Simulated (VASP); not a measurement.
# H3C2N in VASP: a series of runs

The runs below take H3C2N through single point, relaxation of the atoms, with r2SCAN+D3(BJ).

Everything below comes from runs of VASP 6.6.1. Logs are shortened: lines on timing, memory, paths and dates and some standing lists are left out, and cuts for length are marked.

### 1 The cell of the first run

The cell holds a disordered packing, 36 atoms: a = 8.052 Å, b = 8.052 Å, c = 8.052 Å, α = 90.00°, β = 90.00°, γ = 90.00°.

### 2 Single point, r2SCAN+D3(BJ)

Input file POSCAR:

```
H3C2N
1.0
    8.0517480000      0.0000000000      0.0000000000
    0.0000000000      8.0517480000      0.0000000000
    0.0000000000      0.0000000000      8.0517480000
C N H
12 6 18
Direct
    0.3099510460      0.2648202047      0.4587894061
    0.4135554063      0.3801290232      0.5493877134
    0.5503734256      0.8611522912      0.4730427144
    0.6665906803      0.7696695154      0.3719971002
    0.8749502110      0.3054118193      0.5793912398
    0.8281746760      0.1666176890      0.6830915359
    0.4747790128      0.8010853047      0.9149872897
    0.4617353923      0.9418400391      1.0256941555
    0.7910125201      0.4382018770     -0.0207781996
    0.8966395244      0.3457099155      0.0909629135
    0.1606706418      0.7074711229      0.2988461762
    0.1217826147      0.6903661220      0.4735851640
    0.4957338226      0.4744231510      0.6201405600
    0.7578710329      0.6959295069      0.2898611232
    0.7865180941      0.0556866023      0.7641909580
    0.4523440048      1.0531664361      1.1155010300
    0.9820271707      0.2756193142      0.1826181637
    0.0937809416      0.6726822893      0.6131779051
    0.2016078396      0.3292985743      0.4066881441
    0.3789842973      0.2077552397      0.3550555464
    0.2657064053      0.1664152344      0.5430551506
    0.6176181374      0.9318396749      0.5669522594
    0.4801762615      0.9455324874      0.3937504339
    0.4673326570      0.7742558344      0.5354594260
    0.9850536984      0.3671754976      0.6286099512
    0.9006414484      0.2639337024      0.4527025834
    0.7735898248      0.3955417316      0.5758924583
    0.5910580866      0.8102429750      0.8457342899
    0.4760983679      0.6857763401      0.9868137353
    0.3693481499      0.7967827183      0.8292167405
    0.8614409626      0.4787197528     -0.1293846917
    0.6863411965      0.3621953063     -0.0605850188
    0.7471607418      0.5483420251      0.0447238169
    0.2905839827      0.6747642233      0.2780874444
    0.0810234231      0.6248953120      0.2270523488
    0.1389680015      0.8345512465      0.2576956323
```

Input file INCAR.step1:

```
SYSTEM = H3C2N
PREC = Accurate ; ENCUT = 520
ISMEAR = -1 ; SIGMA = 0.05
LREAL = Auto ; LASPH = .True.
NELM = 60 ; NBANDS = 72
GGA = PE ; ALGO = Normal
EDIFF = 1E-4 ; LWAVE = .True.
LCHARG = .False.
```

Input file INCAR.step2:

```
SYSTEM = H3C2N
PREC = Accurate ; ENCUT = 520
EDIFF = 1E-6 ; ISMEAR = -1
SIGMA = 0.05 ; LREAL = Auto
LASPH = .True. ; NELM = 60
ALGO = Normal ; ISIF = 2
LWAVE = .False. ; LCHARG = .True.
METAGGA = R2SCAN ; LMIXTAU = .True.
IVDW = 12 ; VDW_S6 = 1.0
VDW_S8 = 0.78981345 ; VDW_A1 = 0.49484001
VDW_A2 = 5.73083694 ; LELF = .True.
LVHAR = .True. ; NBANDS = 72
ISTART = 1
```

Input file KPOINTS:

```
regular mesh
0
Gamma
  1 1 1
  0 0 0
```

Potentials or basis: VASP PAW PBE potentials, release 64 (C, N, H).

The run is started by

```sh
> cat potpaw_PBE.64/C/POTCAR potpaw_PBE.64/N/POTCAR potpaw_PBE.64/H/POTCAR > POTCAR
> cp INCAR.step1 INCAR
> mpirun -np 1 vasp_gam > vasp.out
> cp INCAR.step2 INCAR
> mpirun -np 1 vasp_gam > vasp.out
```

OUTCAR:

```text
SYSTEM = H3C2N
   PREC = Accurate
   ENCUT = 520
   EDIFF = 1E-6
   ISMEAR = -1
   LREAL = Auto
   LASPH = .True.
   NELM = 60
   ISIF = 2
   METAGGA = R2SCAN
   IVDW = 12
   ISTART = 1
 IVDW          = 12

 ion  position               nearest neighbor table
   1  0.310  0.265  0.459-  19 1.10  21 1.10  20 1.10   2 1.45
   2  0.414  0.380  0.549-  13 1.16   1 1.45
   3  0.550  0.861  0.473-  23 1.09  22 1.09  24 1.09   4 1.44
   4  0.667  0.770  0.372-  14 1.15   3 1.44
   5  0.875  0.305  0.579-  25 1.09  27 1.09  26 1.09   6 1.44
   6  0.828  0.167  0.683-  15 1.16   5 1.44
   7  0.475  0.801  0.915-  28 1.09  29 1.09  30 1.09   8 1.45
   8  0.462  0.942  0.026-  16 1.15   7 1.45
   9  0.791  0.438  0.979-  32 1.09  33 1.09  31 1.09  10 1.44
  10  0.897  0.346  0.091-  17 1.16   9 1.44
  11  0.161  0.707  0.299-  36 1.09  35 1.09  34 1.09  12 1.45
  12  0.122  0.690  0.474-  18 1.16  11 1.45
  13  0.496  0.474  0.620-   2 1.16
  14  0.758  0.696  0.290-   4 1.15
  15  0.787  0.056  0.764-   6 1.16
  16  0.452  0.053  0.116-   8 1.15
  17  0.982  0.276  0.183-  10 1.16
  18  0.094  0.673  0.613-  12 1.16
[... 16 lines left out ...]
  35  0.081  0.625  0.227-  11 1.09
  36  0.139  0.835  0.258-  11 1.09

  LATTYP: Found a simple cubic cell.
 ALAT       =     8.0517480000

  Lattice vectors:

 A1 = (   8.0517480000,   0.0000000000,   0.0000000000)
 A2 = (   0.0000000000,   8.0517480000,   0.0000000000)
 A3 = (   0.0000000000,   0.0000000000,   8.0517480000)

Analysis of symmetry for initial positions (statically):
=====================================================================
 Subroutine PRICEL returns:
 Original cell was already a primitive cell.

 Routine SETGRP: Setting up the symmetry group for a
 simple cubic supercell.

 Subroutine GETGRP returns: Found  1 space group operations
 (whereof  1 operations were pure point group operations)
 out of a pool of 48 trial point group operations.

The static configuration has the point symmetry C_1 .

Analysis of symmetry for dynamics (positions and initial velocities):
=====================================================================
 Subroutine PRICEL returns:
 Original cell was already a primitive cell.

 Routine SETGRP: Setting up the symmetry group for a
 simple cubic supercell.

 Subroutine GETGRP returns: Found  1 space group operations
 (whereof  1 operations were pure point group operations)
 out of a pool of 48 trial point group operations.

The dynamic configuration has the point symmetry C_1 .

 Subroutine INISYM returns: Found  1 space group operations
 (whereof  1 operations are pure point group operations),
 and found     1 'primitive' translations

----------------------------------------------------------------------------------------

                                     Primitive cell

  volume of cell :     522.0000

  direct lattice vectors                    reciprocal lattice vectors
     8.051748000  0.000000000  0.000000000     0.124196634  0.000000000  0.000000000
     0.000000000  8.051748000  0.000000000     0.000000000  0.124196634  0.000000000
     0.000000000  0.000000000  8.051748000     0.000000000  0.000000000  0.124196634

  length of vectors
     8.051748000  8.051748000  8.051748000     0.124196634  0.124196634  0.124196634

  position of ions in fractional coordinates (direct lattice)
     0.309951046  0.264820205  0.458789406
     0.413555406  0.380129023  0.549387713
     0.550373426  0.861152291  0.473042714
     0.666590680  0.769669515  0.371997100
     0.874950211  0.305411819  0.579391240
     0.828174676  0.166617689  0.683091536
[... 28 lines left out ...]
     0.081023423  0.624895312  0.227052349
     0.138968001  0.834551246  0.257695632

  ion indices of the primitive-cell ions
   primitive index   ion index
                 1           1
                 2           2
                 3           3
                 4           4
                 5           5
                 6           6
[... 28 lines left out ...]
                35          35
[... 49 lines left out ...]
   TEBEG  =    0.0;   TEEND  =   0.0 temperature during run
   PSTRESS=    0.0 pullay stress
   NELECT =      96.0000    total number of electrons
   NUPDOWN=      -1.0000    fix difference up-down
   EMIN   =  10.00;   EMAX   =-10.00  energy-range for DOS
   EFERMI =   0.00;   METHOD = LEGACY
   ISMEAR =    -1;   SIGMA  =   0.05  broadening in eV -4-tet -1-fermi 0-gaus
   EFERMI_NEDOS =   21; number of points for ismear=-14 and -15
   IALGO  =     38    algorithm
   IMIX   =      4    mixing-type and parameters
     AMIX     =   0.40;   BMIX     =  1.00
     AMIX_MAG =   1.60;   BMIX_MAG =  1.00
  volume/ion in A,a.u.               =      14.50        97.85
  Fermi-wavevector in a.u.,A,eV,Ry     =   0.930983  1.759303 11.792568  0.866729
  Thomas-Fermi vector in A             =   2.057429
   LORBIT       =      0    0 simple, 1 ext, 2 COOP (PROOUT), +10 PAW based schemes
   METAGGA = R2SCAN    functional components
   LHFCALC =     F    Hartree Fock is set to
   AEXX    =    0.0000 exact exchange contribution
   IVDW    =    12    specifies the selected vdW correction
   LEPSILON=     F    determine dielectric tensor
   LRPA    =     F    only Hartree local field effects (RPA)
 non-spin polarized calculation
  energy-cutoff  :      520.00
  volume of cell :      522.00
 maximum number of plane-waves:      6999
 NGX is ok and might be reduce to    60
   NGX = 29   NGY = 29   NGZ = 29

 number of electron      96.0000004 magnetization

 Free energy of the ion-electron system (eV)
  ---------------------------------------------------
  ext. energy  EPLUGINS =         0.00000000
  ---------------------------------------------------
  free energy    TOTEN  =      -235.49672210 eV

  energy without entropy =     -235.49672210  energy(sigma->0) =     -235.49672210

 E-fermi :  -3.8708     XC(G=0):  -6.3352

 val. band max:       -5.0753139682   @ k =   0.0000   0.0000   0.0000
 cond. band min:       2.0249964432   @ k =   0.0000   0.0000   0.0000
 fundamental gap:      7.1003104114
 Fermi energy:        -3.8707736722

 k-point     1 :       0.0000    0.0000    0.0000
  band No.  band energies     occupation
      1     -21.1505      2.00000
      2     -21.0467      2.00000
      3     -21.0085      2.00000
      4     -20.9640      2.00000
      5     -20.9416      2.00000
      6     -20.8471      2.00000
[... 52 lines left out ...]
     59       3.1747      0.00000
     60       3.3673      0.00000
 [bands above 60 left out]

------------------------ aborting loop because EDIFF is reached ----------------------------------------

 Edisp (eV)   -0.80055

 E8    (eV) :    -0.1393

  FORCE on cell =-STRESS in cart. coord.  units (eV):
  Direction    XX          YY          ZZ          XY          YZ          ZX
  --------------------------------------------------------------------------------------
  -------------------------------------------------------------------------------------
  Total      -0.36425    -0.50877     0.40131    -0.45840     0.85529    -0.43014
  in kB      -1.11800    -1.56157     1.23175    -1.40696     2.62516    -1.32022
  external pressure =       -0.48 kB  Pullay stress =        0.00 kB

 VOLUME and BASIS-vectors are now :
 -----------------------------------------------------------------------------
  energy-cutoff  :      520.00
  volume of cell :      522.00
      direct lattice vectors                 reciprocal lattice vectors
     8.051748000  0.000000000  0.000000000     0.124196634  0.000000000  0.000000000
     0.000000000  8.051748000  0.000000000     0.000000000  0.124196634  0.000000000
     0.000000000  0.000000000  8.051748000     0.000000000  0.000000000  0.124196634

 POSITION                                       TOTAL-FORCE (eV/Angst)
 -----------------------------------------------------------------------------------
      2.49565      2.13227      3.69406        -0.047359     -0.198050     -0.019621
      3.32984      3.06070      4.42353        -0.213082     -0.200613     -0.216744
      4.43147      6.93378      3.80882         0.029555     -0.071506     -0.019463
      5.36722      6.19718      2.99523        -0.420362      0.315764      0.376436
      7.04488      2.45910      4.66511         0.014932     -0.000477      0.081027
      6.66825      1.34156      5.50008         0.107618      0.376414     -0.345339
[... 28 lines left out ...]
      0.65238      5.03150      1.82817        -0.030006     -0.016843     -0.005769
      1.11894      6.71960      2.07490        -0.000883      0.067387     -0.017577
 -----------------------------------------------------------------------------------
    total drift:                               -0.006447      0.000533      0.008762

  FREE ENERGIE OF THE ION-ELECTRON SYSTEM (eV)
  ---------------------------------------------------
  free  energy   TOTEN  =      -236.2972740633 eV

  energy  without entropy=     -236.2972740632  energy(sigma->0) =     -236.29727406
```

It took 2.8 min on 1 thread of Intel Xeon Platinum 8488C (Sapphire Rapids), shared host; peak memory 0.54 GiB.

Results:

```
Free energy                : -236.2973 eV
Pressure                   : 0.0 GPa
Largest force              : 0.647 eV/Å
Band gap on the k mesh     : 7.10 eV
Dispersion energy per atom : -0.022 eV
```

Forces on the atoms (eV/Å):
```
C   -0.047 -0.198 -0.020
C   -0.213 -0.201 -0.217
C    0.030 -0.072 -0.019
C   -0.420  0.316  0.376
C    0.015  0.000  0.081
C    0.108  0.376 -0.345
C   -0.002 -0.051  0.017
C    0.067 -0.463 -0.365
C    0.058 -0.010  0.037
C   -0.294  0.231 -0.293
C   -0.018 -0.025  0.073
C    0.102  0.028 -0.502
N    0.157  0.150  0.175
N    0.377 -0.318 -0.340
N   -0.123 -0.322  0.251
N   -0.048  0.430  0.356
N    0.267 -0.199  0.251
N   -0.076 -0.038  0.462
H    0.166 -0.144  0.049
H   -0.179  0.188  0.219
H    0.085  0.220 -0.202
H    0.034  0.038  0.042
H   -0.021  0.013 -0.021
H   -0.029 -0.032  0.004
H    0.009 -0.005  0.003
H    0.014 -0.012 -0.040
H    0.005  0.005 -0.005
H   -0.038  0.002 -0.007
H   -0.015  0.056 -0.052
H    0.073  0.006  0.060
H    0.005 -0.014 -0.016
H   -0.019 -0.021 -0.008
H   -0.012  0.004  0.032
H    0.014  0.013 -0.010
H   -0.030 -0.017 -0.006
H   -0.001  0.067 -0.018
```

Stress tensor (GPa, compression positive):
```
-0.11 -0.14 -0.13
-0.14 -0.16  0.26
-0.13  0.26  0.12
```

Caveat: the k points lie up to 0.78 Å⁻¹ apart; the PAW data sets were made with another functional, which shifts forces and pressure a little.

### 3 Relaxation of the atoms, r2SCAN+D3(BJ)

Input file POSCAR:

```
H3C2N
1.0
    8.0517480000      0.0000000000      0.0000000000
    0.0000000000      8.0517480000      0.0000000000
    0.0000000000      0.0000000000      8.0517480000
C N H
12 6 18
Direct
    0.2982822000      0.2833036000      0.4164283000
    0.3862157000      0.3309725000      0.5677925000
    0.6020920000      0.8997829000      0.4276008000
    0.7468845000      0.8403552000      0.3358444000
    0.8981957000      0.2737547000      0.5493058000
    0.9008394000      0.1275424000      0.6566870000
    0.4211199000      0.8368053000      0.9408743000
    0.3584524000      0.9907452000      1.0136139000
    0.8112713000      0.4778605000      0.0458666000
    0.8996637000      0.3220678000      0.0746960000
    0.1513842000      0.6290616000      0.3469096000
    0.0559169000      0.6388507000      0.5008768000
    0.4571457000      0.3694238000      0.6898878000
    0.8636788000      0.7924190000      0.2618308000
    0.9029719000      0.0096028000      0.7433041000
    0.3079028000      1.1149181000      1.0722880000
    0.9709639000      0.1964003000      0.0979507000
   -0.0210902000      0.6467470000      0.6250717000
    0.1643538000      0.2873038000      0.4370835000
    0.3295372000      0.3683627000      0.3155942000
    0.3331565000      0.1574902000      0.3799013000
    0.6411366000      0.9584331000      0.5434245000
    0.5339180000      0.9905211000      0.3534501000
    0.5195825000      0.7962148000      0.4566746000
    0.9883084000      0.3652115000      0.5928352000
    0.9293791000      0.2387530000      0.4220976000
    0.7748613000      0.3300333000      0.5501908000
    0.5009866000      0.8644520000      0.8348724000
    0.4928373000      0.7676142000      1.0327909000
    0.3178541000      0.7596578000      0.8988755000
    0.8817674000      0.5564141000     -0.0392162000
    0.6894839000      0.4530434000     -0.0082759000
    0.7944095000      0.5442446000      0.1628636000
    0.2634121000      0.5551702000      0.3661260000
    0.0769700000      0.5711417000      0.2495071000
    0.1873786000      0.7533252000      0.3063829000
```

Input file INCAR.step1:

```
  PREC = Accurate
  ENCUT = 520
  ISMEAR = -1
  SIGMA = 0.05
  LREAL = Auto
  LASPH = True
  NELM = 80
  GGA = PE
  ALGO = Normal
  EDIFF = 1E-4
  LWAVE = True
  LCHARG = False
```

Input file INCAR.step2:

```
  PREC = Accurate
  ENCUT = 520
  EDIFF = 1E-6
  ISMEAR = -1
  SIGMA = 0.05
  LREAL = Auto
  LASPH = True
  NELM = 80
  ALGO = Normal
  ISIF = 2
  LWAVE = False
  LCHARG = False
  METAGGA = R2SCAN
  LMIXTAU = True
  IVDW = 12
  VDW_S6 = 1.0
  VDW_S8 = 0.78981345
  VDW_A1 = 0.49484001
  VDW_A2 = 5.73083694
  IBRION = 2
  NSW = 35
  EDIFFG = -0.3
  ISTART = 1
```

Input file KPOINTS:

```
regular mesh
0
Gamma
  1 1 1
```

Potentials or basis: VASP PAW PBE potentials, release 64 (C, N, H).

The run is started by

```sh
> cat potpaw_PBE.64/C/POTCAR potpaw_PBE.64/N/POTCAR potpaw_PBE.64/H/POTCAR > POTCAR
> cp INCAR.step1 INCAR
> mpirun -np 1 vasp_gam > vasp.out
> cp INCAR.step2 INCAR
> mpirun -np 1 vasp_gam > vasp.out
```

It took 56 min on 1 thread of Intel Xeon Platinum 8488C (Sapphire Rapids), shared host; peak memory 0.61 GiB.

Results (log left out):

| Property | Result |
| --- | --- |
| Free energy | -235.3180 eV |
| Energy gained by relaxing | 17.9 meV/atom |
| Ionic steps | 29 |
| Pressure after relaxing | 0.3 GPa |
| Largest force after relaxing | 0.258 eV/Å |
| Band gap on the k mesh | 6.53 eV |
| Dispersion energy per atom | -0.022 eV |

Forces in eV/Å, atoms in the order of the input:
```
C   -0.052  0.057 -0.011
C   -0.064  0.149  0.138
C   -0.134  0.061  0.033
C    0.092  0.067 -0.092
C   -0.066  0.004 -0.033
C    0.078 -0.089  0.207
C    0.110 -0.049 -0.009
C    0.113 -0.115 -0.079
C   -0.051  0.036 -0.007
C   -0.066  0.032  0.069
C   -0.049  0.044 -0.239
C    0.142  0.067  0.204
N    0.154 -0.004  0.014
N   -0.132 -0.034  0.101
N   -0.097  0.071 -0.120
N   -0.009  0.097  0.015
N    0.054  0.073  0.035
N   -0.037  0.031  0.009
H   -0.001  0.030 -0.003
H    0.026 -0.062 -0.100
H    0.012 -0.205  0.027
H    0.163 -0.001  0.026
H   -0.083  0.108 -0.072
H   -0.010 -0.175  0.002
H   -0.030  0.000  0.058
H   -0.035 -0.097 -0.059
H   -0.110  0.018  0.046
H    0.062 -0.013 -0.073
H    0.057 -0.117  0.007
H   -0.155  0.111  0.025
H    0.112 -0.152 -0.058
H   -0.066 -0.113 -0.096
H   -0.075  0.119 -0.017
H    0.245  0.033  0.023
H   -0.001 -0.048 -0.099
H   -0.095  0.066  0.129
```

Stress tensor (GPa, compression positive):
```
 0.33 -0.26 -0.06
-0.26  0.61  0.29
-0.06  0.29  0.01
```

Step by step:
```
step  energy change (eV)  largest force (eV/Å)  pressure (GPa)
   1              0.0000                2.8053           -1.64
   2             17.1164               49.5468           21.01
   3             -0.1019                1.5461           -0.94
   4             -0.1237                0.9531           -0.60
   5             -0.1293                0.8642           -0.31
   6             -0.1978                1.1932            0.71
   7             -0.2162                0.6345            0.37
   8             -0.2754                0.9520            1.04
   9             -0.2754                0.9572            1.05
  10             -0.2979                0.4829            1.28
  11             -0.2980                0.4856            1.29
  12             -0.3176                0.4346            1.22
  13             -0.3628                0.5124            1.02
  14             -0.3921                1.3913            0.60
  15             -0.4095                1.1950            0.43
  16             -0.4343                1.1232           -0.08
  17             -0.4575                0.4174            0.04
  18             -0.4629                0.6687            0.14
  19             -0.4787                0.5314            0.10
  20             -0.5038                1.0518           -0.02
  21             -0.5255                0.9405            0.06
  22             -0.5739                0.7443            0.29
  23             -0.5971                2.5736            0.72
  24             -0.6003                2.0619            0.61
  25             -0.6128                1.6150            0.57
  26             -0.6324                0.4770            0.45
  27             -0.6332                0.5470            0.42
  28             -0.6359                0.4709            0.39
  29             -0.6426                0.2576            0.32
```

Final structure:
```
CELL_PARAMETERS angstrom
8.05175 0.00000 0.00000
0.00000 8.05175 0.00000
0.00000 0.00000 8.05175
ATOMIC_POSITIONS crystal
C 0.30972 0.26763 0.41858
C 0.39595 0.32364 0.56478
C 0.59875 0.90218 0.43059
C 0.73845 0.84963 0.33180
C 0.88828 0.26679 0.55090
C 0.89210 0.12149 0.65528
C 0.41958 0.83484 0.93805
C 0.36929 0.98949 0.01393
C 0.80809 0.47448 0.03662
C 0.89215 0.32092 0.07711
C 0.15552 0.64775 0.35014
C 0.06220 0.65106 0.50287
N 0.46289 0.37587 0.68103
N 0.84696 0.81391 0.24440
N 0.89665 0.00807 0.74408
N 0.34169 0.11473 0.07856
N 0.95441 0.20041 0.12542
N 0.99431 0.64240 0.62941
H 0.17600 0.28139 0.43301
H 0.34876 0.33809 0.31023
H 0.33430 0.13855 0.39125
H 0.63810 0.95945 0.54662
H 0.52890 0.99187 0.35758
H 0.51734 0.79863 0.46047
H 0.97698 0.35800 0.59688
H 0.91687 0.23617 0.42186
H 0.76605 0.32481 0.55626
H 0.50171 0.86146 0.83390
H 0.49170 0.76468 0.02864
H 0.31618 0.75888 0.89517
H 0.87783 0.55548 0.95314
H 0.68692 0.45001 0.98159
H 0.79084 0.54188 0.15276
H 0.27299 0.58616 0.37328
H 0.08706 0.57625 0.25804
H 0.17570 0.77094 0.29774
```

Levels at points of the mesh, in eV from the valence-band top:
```csv
k point,band 44,band 45,band 46,band 47,band 48,band 49,band 50,band 51,band 52,band 53
"(0.00, 0.00, 0.00)",-0.37,-0.18,-0.13,-0.04,0.00,6.53,7.16,7.35,7.36,7.42
```

Caveat: the k points lie up to 0.78 Å⁻¹ apart; the PAW data sets were made with another functional, which shifts forces and pressure a little; the relaxation stopped at a loose force limit of 0.3 eV/Å, so its end isn't a converged minimum.
